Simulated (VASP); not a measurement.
# Sr (I4/mmm) in VASP: a series of runs

Runs on Sr. Level: PBEsol. Tasks: single point.

Everything below comes from runs of VASP 6.6.1. Logs are shortened: lines on timing, memory, paths and dates and some standing lists are left out, and cuts for length are marked.

## 1. The cell of the first run

Symmetry: I4/mmm, No. 139, tetragonal system. The conventional cell has a = 5.444 Å, b = 5.444 Å, c = 3.849 Å, α = 90.00°, β = 90.00°, γ = 90.00°. Sr (site symmetry 4/mmm) has 10 Sr at 3.85 to 4.30 Å within 5.1 Å.

## 2. Single point, PBEsol

File INCAR:

```
PREC = Accurate ; ENCUT = 520
EDIFF = 1E-7 ; ISMEAR = 0
SIGMA = 0.15 ; LREAL = False
LASPH = True ; NELM = 80
ALGO = Fast ; ISIF = 2
LWAVE = False ; LCHARG = False
GGA = PS ; NBANDS = 11
```

File KPOINTS:

```
Automatic mesh
0
Gamma
  16 16 16
```

File POSCAR:

```
Sr
1.0
   -2.7221074971      2.7221074971      1.9245300005
    2.7221074971     -2.7221074971      1.9245300005
    2.7221074971      2.7221074971     -1.9245300005
Sr
1
Direct
    0.0000000000      0.0000000000      0.0000000000
```

Potentials or basis: VASP PAW PBE potentials, release 64 (Sr_sv).

Started as:

```sh
$ cat potpaw_PBE.64/Sr_sv/POTCAR > POTCAR
$ mpirun -np 1 vasp_std > vasp.out
```

OUTCAR:

```text
PREC = Accurate
   ENCUT = 520
   EDIFF = 1E-7
   ISMEAR = 0
   LREAL = False
   LASPH = True
   NELM = 80
   ISIF = 2
   GGA = PS

 ion  position               nearest neighbor table
   1  0.000  0.000  0.000-

  LATTYP: Found a body centered tetragonal cell.
 ALAT       =     5.4442149942
 C/A-ratio  =     0.7070000000

  Lattice vectors:

 A1 = (  -2.7221074971,   2.7221074971,   1.9245300005)
 A2 = (   2.7221074971,  -2.7221074971,   1.9245300005)
 A3 = (   2.7221074971,   2.7221074971,  -1.9245300005)

Analysis of symmetry for initial positions (statically):
=====================================================================
 Subroutine PRICEL returns:
 Original cell was already a primitive cell.

 Routine SETGRP: Setting up the symmetry group for a
 body centered tetragonal supercell.

 Subroutine GETGRP returns: Found 16 space group operations
 (whereof 16 operations were pure point group operations)
 out of a pool of 16 trial point group operations.

The static configuration has the point symmetry D_4h.

Analysis of symmetry for dynamics (positions and initial velocities):
=====================================================================
 Subroutine PRICEL returns:
 Original cell was already a primitive cell.

 Routine SETGRP: Setting up the symmetry group for a
 body centered tetragonal supercell.

 Subroutine GETGRP returns: Found 16 space group operations
 (whereof 16 operations were pure point group operations)
 out of a pool of 16 trial point group operations.

The dynamic configuration has the point symmetry D_4h.

 Subroutine INISYM returns: Found 16 space group operations
 (whereof 16 operations are pure point group operations),
 and found     1 'primitive' translations

----------------------------------------------------------------------------------------

                                     Primitive cell

  volume of cell :      57.0421

  direct lattice vectors                    reciprocal lattice vectors
    -2.722107497  2.722107497  1.924530000     0.000000000  0.183681210  0.259803692
     2.722107497 -2.722107497  1.924530000     0.183681210  0.000000000  0.259803692
     2.722107497  2.722107497 -1.924530000     0.183681210  0.183681210  0.000000000

  length of vectors
     4.303899880  4.303899880  4.303899880     0.318177224  0.318177224  0.259764459

  position of ions in fractional coordinates (direct lattice)
     0.000000000  0.000000000  0.000000000

  ion indices of the primitive-cell ions
   primitive index   ion index
                 1           1

----------------------------------------------------------------------------------------

 KPOINTS: Automatic mesh

Automatic generation of k-mesh.
 Grid dimensions read from file:
 generate k-points for:   16   16   16

 Generating k-lattice:

  Cartesian coordinates                     Fractional coordinates (reciprocal lattice)
     0.000000000  0.011480076  0.016237731     0.062500000  0.000000000 -0.000000000
     0.011480076  0.000000000  0.016237731     0.000000000  0.062500000 -0.000000000
     0.011480076  0.011480076  0.000000000     0.000000000  0.000000000  0.062500000

  Length of vectors
     0.019886076  0.019886076  0.016235279

  Shift w.r.t. Gamma in fractional coordinates (k-lattice)
     0.000000000  0.000000000  0.000000000

 Subroutine IBZKPT returns following result:
 ===========================================

 Found    349 irreducible k-points:

 Following reciprocal coordinates:
            Coordinates               Weight
  0.000000  0.000000  0.000000      1.000000
  0.062500 -0.000000  0.000000      8.000000
  0.125000 -0.000000  0.000000      8.000000
  0.187500 -0.000000  0.000000      8.000000
  0.250000 -0.000000  0.000000      8.000000
  0.312500  0.000000  0.000000      8.000000
[... 16 lines left out ...]
 -0.125000  0.062500 -0.000000     16.000000
 -0.062500  0.062500  0.000000      4.000000
 [... further k-points ...]
   k-points           NKPTS =    349   k-points in BZ     NKDIM =    349   number of bands    NBANDS=     11
   number of dos      NEDOS =    301   number of ions     NIONS =      1
   total plane-waves  NPLWV =  32768
   dimension x,y,z NGX =    32 NGY =   32 NGZ =   32
   dimension x,y,z NGXF=    64 NGYF=   64 NGZF=   64
   ions per type =               1
   NGX,Y,Z   is equivalent  to a cutoff of  12.36, 12.36, 12.36 a.u.
   NGXF,Y,Z  is equivalent  to a cutoff of  24.72, 24.72, 24.72 a.u.
 SYSTEM =  unknown system
   PREC   = accura    normal or accurate (medium, high low for compatibility)
   ISTART =      0    job   : 0-new  1-cont  2-samecut
   ICHARG =      2    charge: 1-file 2-atom 10-const
   ISPIN  =      1    spin polarized calculation?
   LNONCOLLINEAR =      F non collinear calculations
   LSORBIT =      F    spin-orbit coupling
   LASPH  =      T    aspherical Exc in radial PAW
   ENCUT  =  520.0 eV  38.22 Ry    6.18 a.u.   8.00  8.00  8.00*2*pi/ulx,y,z
   NELM   =     80;   NELMIN=  2; NELMDL= -5     # of ELM steps
   EDIFF  = 0.1E-06   stopping-criterion for ELM
   LREAL  =      F    real-space projection
   EDIFFG = 0.1E-05   stopping-criterion for IOM
   NSW    =      0    number of steps for IOM
   IBRION =     -1    ionic relax: 0-MD 1-quasi-New 2-CG
   NFREE  =      0    steps in history (QN), initial steepest desc. (CG)
   ISIF   =      2    stress and relaxation
   ISYM   =      2    0-nonsym 1-usesym 2-fastsym
   POTIM  = 0.5000    time-step for ionic-motion
   TEBEG  =    0.0;   TEEND  =   0.0 temperature during run
   PSTRESS=    0.0 pullay stress
   NELECT =      10.0000    total number of electrons
   NUPDOWN=      -1.0000    fix difference up-down
   EMIN   =  10.00;   EMAX   =-10.00  energy-range for DOS
   EFERMI =   0.00;   METHOD = LEGACY
   ISMEAR =     0;   SIGMA  =   0.15  broadening in eV -4-tet -1-fermi 0-gaus
   EFERMI_NEDOS =   21; number of points for ismear=-14 and -15
   IALGO  =     68    algorithm
   IMIX   =      4    mixing-type and parameters
     AMIX     =   0.40;   BMIX     =  1.00
     AMIX_MAG =   1.60;   BMIX_MAG =  1.00
  volume/ion in A,a.u.               =      57.04       384.94
  Fermi-wavevector in a.u.,A,eV,Ry     =   0.916241  1.731445 11.422060  0.839498
  Thomas-Fermi vector in A             =   2.041074
   LORBIT       =      0    0 simple, 1 ext, 2 COOP (PROOUT), +10 PAW based schemes
   GGA     = PS    functional components
   LHFCALC =     F    Hartree Fock is set to
   AEXX    =    0.0000 exact exchange contribution
   IVDW    =     0    specifies the selected vdW correction
   LEPSILON=     F    determine dielectric tensor
   LRPA    =     F    only Hartree local field effects (RPA)
 non-spin polarized calculation
 RMM-DIIS sequential band-by-band and
 Gauss-broadening in eV      SIGMA  =   0.15
  energy-cutoff  :      520.00
  volume of cell :       57.04
 maximum number of plane-waves:      1580
   NGX = 15   NGY = 15   NGZ = 15

 number of electron      10.0000000 magnetization

 Free energy of the ion-electron system (eV)
  ---------------------------------------------------
  ext. energy  EPLUGINS =         0.00000000
  ---------------------------------------------------
  free energy    TOTEN  =        -1.69384128 eV

  energy without entropy =       -1.67825245  energy(sigma->0) =       -1.68604686

 E-fermi :   1.2573     XC(G=0):  -7.3096

 val. band max:        1.2564139797   @ k =  -0.2500  -0.4375   0.1875
 cond. band min:       1.2598384166   @ k =  -0.4375   0.4375   0.3125
 fundamental gap:      0.0034244369
 Fermi energy:         1.2572669830

 k-point     1 :       0.0000    0.0000    0.0000
  band No.  band energies     occupation
      1     -35.3053      2.00000
      2     -17.2151      2.00000
      3     -17.2151      2.00000
      4     -17.1615      2.00000
      5      -2.2254      2.00000
      6       2.5508      0.00000
      7       3.2348      0.00000
      8       4.8824      0.00000
      9       4.8824      0.00000
     10       5.8025      0.00000
     11       8.1459      0.00000

 k-point     2 :       0.0625   -0.0000    0.0000
  band No.  band energies     occupation
      1     -35.3043      2.00000
      2     -17.2168      2.00000
      3     -17.2163      2.00000
      4     -17.1735      2.00000
      5      -2.1462      2.00000
      6       2.5793      0.00000
      7       3.2825      0.00000
      8       4.7409      0.00000
      9       4.7525      0.00000
     10       5.7267      0.00000
     11       8.3473      0.00000

 k-point     3 :       0.1250   -0.0000    0.0000
  band No.  band energies     occupation
      1     -35.3014      2.00000
      2     -17.2257      2.00000
      3     -17.2200      2.00000
      4     -17.2031      2.00000
      5      -1.9134      2.00000
      6       2.6431      0.00000
      7       3.3842      0.00000
      8       4.4436      0.00000
      9       4.4842      0.00000
     10       5.5628      0.00000
     11       8.7429      0.00000

 k-point     4 :       0.1875   -0.0000    0.0000
  band No.  band energies     occupation
      1     -35.2971      2.00000
      2     -17.2671      2.00000
      3     -17.2254      2.00000
      4     -17.2187      2.00000
      5      -1.5413      2.00000
      6       2.6697      0.00000
      7       3.3449      0.00000
      8       4.3005      0.00000
      9       4.3353      0.00000
     10       5.3697      0.00000
     11       8.6167      0.00000
[... 239 lines left out ...]
 k-point    22 :      -0.1875    0.0625   -0.0000
  band No.  band energies     occupation
      1     -35.3005      2.00000
      2     -17.2411      2.00000
      3     -17.2208      2.00000
      4     -17.2034      2.00000
      5      -1.7685      2.00000
      6       2.5830      0.00000
      7       3.2629      0.00000
      8       4.3855      0.00000
      9       4.7245      0.00000
     10       5.4515      0.00000
     11       8.4289      0.00000

 k-point    23 :      -0.1250    0.0625   -0.0000
  band No.  band energies     occupation
      1     -35.3037      2.00000
      2     -17.2284      2.00000
      3     -17.2157      2.00000
      4     -17.1747      2.00000
      5      -2.0470      2.00000
      6       2.5609      0.00000
      7       3.2088      0.00000
      8       4.6983      0.00000
      9       4.8632      0.00000
     10       5.6030      0.00000
     11       8.2787      0.00000

 k-point    24 :      -0.0625    0.0625    0.0000
  band No.  band energies     occupation
      1     -35.3050      2.00000
      2     -17.2210      2.00000
      3     -17.2146      2.00000
      4     -17.1624      2.00000
      5      -2.1752      2.00000
      6       2.5470      0.00000
      7       3.1976      0.00000
      8       4.8632      0.00000
      9       4.9265      0.00000
     10       5.7184      0.00000
     11       8.1259      0.00000

 [... further k-points ...]

------------------------ aborting loop because EDIFF is reached ----------------------------------------

  FORCE on cell =-STRESS in cart. coord.  units (eV):
  Direction    XX          YY          ZZ          XY          YZ          ZX
  --------------------------------------------------------------------------------------
  -------------------------------------------------------------------------------------
  Total       -0.7424500     -0.7424500      0.9787838      0.0000000      0.0000000      0.0000000
  in kB      -20.8536732    -20.8536732     27.4917355      0.0000000      0.0000000      0.0000000
  external PRESSURE =      -4.7385370 kB  Pullay stress =       0.0000000 kB

 VOLUME and BASIS-vectors are now :
 -----------------------------------------------------------------------------
  energy-cutoff  :      520.00
  volume of cell :       57.04
      direct lattice vectors                 reciprocal lattice vectors
    -2.722107497  2.722107497  1.924530000     0.000000000  0.183681210  0.259803692
     2.722107497 -2.722107497  1.924530000     0.183681210  0.000000000  0.259803692
     2.722107497  2.722107497 -1.924530000     0.183681210  0.183681210  0.000000000

 POSITION                                       TOTAL-FORCE (eV/Angst)
 -----------------------------------------------------------------------------------
      0.00000      0.00000      0.00000         0.000000      0.000000      0.000000
 -----------------------------------------------------------------------------------
    total drift:                                0.000000      0.000000     -0.000000

  FREE ENERGIE OF THE ION-ELECTRON SYSTEM (eV)
  ---------------------------------------------------
  free  energy   TOTEN  =        -1.6938412784 eV

  energy  without entropy=       -1.6782524456  energy(sigma->0) =       -1.68604686
```

Run time: 4.1 min. Hardware: 1 thread of Oxide Virtual Turin-like, shared host; peak memory 0.32 GiB.

Results:

```yaml
Free_energy: -1.6938 eV
Pressure: -0.5 GPa
Band_gap_on_the_k_mesh: zero (bands 5 and 6 overlap by 0.83 eV)
```

Levels at points of the mesh, in eV from the Fermi level:
```
           k point  band 3  band 4  band 5  band 6  band 7  band 8
(0.00, 0.00, 0.00)  -18.47  -18.42   -3.48    1.29    1.98    3.63
(0.50, 0.00, 0.00)  -18.51  -18.50   -0.56    0.78    0.91    3.41
(0.50, 0.50, 0.00)  -18.46  -18.44   -1.43   -0.24    2.00    3.18
(0.50, 0.50, 0.50)  -18.60  -18.46   -0.21   -0.07    2.18    2.18
```

Caveat: the PAW data sets were made with another functional, which shifts forces and pressure a little.

## 3. Single point, PBEsol

File INCAR:

```
PREC = Accurate ; ENCUT = 520
EDIFF = 1E-6 ; ISMEAR = 0
SIGMA = 0.15 ; LREAL = F
LASPH = T ; NELM = 60
ALGO = Fast ; ISIF = 2
LWAVE = F ; LCHARG = T
GGA = PS ; LELF = T
LVHAR = T ; NBANDS = 11
```

KPOINTS is that of step 2.

File POSCAR:

```
Sr
1.0
   -2.5599929405      2.5599929405      2.1759939995
    2.5599929405     -2.5599929405      2.1759939995
    2.5599929405      2.5599929405     -2.1759939995
Sr
1
Direct
    0.0000000000      0.0000000000      0.0000000000
```

Potentials or basis: VASP PAW PBE potentials, release 64 (Sr_sv).

Started as:

```sh
$ cat potpaw_PBE.64/Sr_sv/POTCAR > POTCAR
$ mpirun -np 1 vasp_std > vasp.out
```

Run time: 3.6 min. Hardware: 1 thread of Oxide Virtual Turin-like, shared host; peak memory 0.31 GiB.

Results (log left out):

```yaml
Free_energy: -1.8087 eV
Pressure: -1.0 GPa
Band_gap_on_the_k_mesh: zero (bands 5 and 6 overlap by 0.44 eV)
```

Stress tensor (GPa, compression positive):
```
-1.28  0.00  0.00
 0.00 -1.28  0.00
 0.00  0.00 -0.33
```

Levels at points of the mesh, in eV from the Fermi level:
| k point | band 3 | band 4 | band 5 | band 6 | band 7 | band 8 |
| --- | --- | --- | --- | --- | --- | --- |
| (0.00, 0.00, 0.00) | -18.51 | -18.51 | -3.58 | 1.76 | 2.76 | 2.76 |
| (0.50, 0.00, 0.00) | -18.57 | -18.53 | -0.84 | 0.41 | 0.94 | 3.43 |
| (0.50, 0.50, 0.00) | -18.55 | -18.50 | -1.21 | -0.07 | 1.99 | 2.72 |
| (0.50, 0.50, 0.50) | -18.65 | -18.60 | -0.19 | 0.01 | 2.79 | 2.79 |

Caveat: the PAW data sets were made with another functional, which shifts forces and pressure a little.

## 4. Single point, PBEsol

File INCAR:

```
ALGO = Fast ; EDIFF = 1E-6
ENCUT = 520 ; GGA = PS
ISIF = 2 ; ISMEAR = 0
LASPH = True ; LCHARG = True
LELF = True ; LREAL = False
LVHAR = True ; LWAVE = False
NBANDS = 11 ; NELM = 100
PREC = Accurate ; SIGMA = 0.15
```

File KPOINTS:

```
k-points
0
Gamma
  16 16 16
```

File POSCAR:

```
Sr
1.0
   -2.2820123700      2.2820123700      2.7384148440
    2.2820123700     -2.2820123700      2.7384148440
    2.2820123700      2.2820123700     -2.7384148440
Sr
1
Direct
    0.0000000000      0.0000000000      0.0000000000
```

Started as:

```sh
$ cat potpaw_PBE.64/Sr_sv/POTCAR > POTCAR
$ mpirun -np 1 vasp_std > vasp.out
```

It took 2.1 min on 1 thread of Oxide Virtual Turin-like, shared host; peak memory 0.31 GiB.

It converged, with:

| Item | Value |
| --- | --- |
| Free energy | -1.8236 eV |
| Pressure | -1.0 GPa |
| Band gap on the k mesh | zero (bands 5 and 6 overlap by 0.20 eV) |

Stress tensor (GPa, compression positive):
```
-1.08  0.00  0.00
 0.00 -1.08  0.00
 0.00  0.00 -0.87
```

Levels at points of the mesh, in eV from the Fermi level:
| k point | band 3 | band 4 | band 5 | band 6 | band 7 | band 8 |
| --- | --- | --- | --- | --- | --- | --- |
| (0.00, 0.00, 0.00) | -18.53 | -18.52 | -3.61 | 2.14 | 2.14 | 2.88 |
| (0.50, 0.00, 0.00) | -18.58 | -18.53 | -1.09 | 0.06 | 1.63 | 2.73 |
| (0.50, 0.50, 0.00) | -18.59 | -18.56 | -0.78 | 0.56 | 0.61 | 4.20 |
| (0.50, 0.50, 0.50) | -18.63 | -18.63 | -0.33 | 0.12 | 2.00 | 4.30 |

Caveat: the PAW data sets were made with another functional, which shifts forces and pressure a little.

## 5. Summary

```csv
cell,further INCAR settings,gap on the mesh (eV),pressure (GPa)
"a = 4.304 Å, angles 101.5, 101.5, 126.9°, 1 atom",ALGO = Fast; EDIFF = 1e-07; NBANDS = 11,none,-0.5
"a = 4.224 Å, angles 105.4, 105.4, 118.0°, 1 atom",ALGO = Fast; EDIFF = 1e-06; NBANDS = 11,none,-1.0
"a = 4.233 Å, angles 114.7, 114.7, 99.4°, 1 atom",ALGO = Fast; EDIFF = 1e-06; NBANDS = 11,none,-1.0
```

Alike in all rows: task single point; level PBEsol; potentials or basis VASP PAW PBE potentials, release 64 (Sr_sv); no spin polarisation; k mesh 16 × 16 × 16; cutoff (eV) 520; smearing gaussian 0.15 eV.

Caveats: the PAW data sets were made with another functional, which shifts forces and pressure a little.

Total energies depend on the potentials used, so only differences within one code and one set of settings carry meaning.
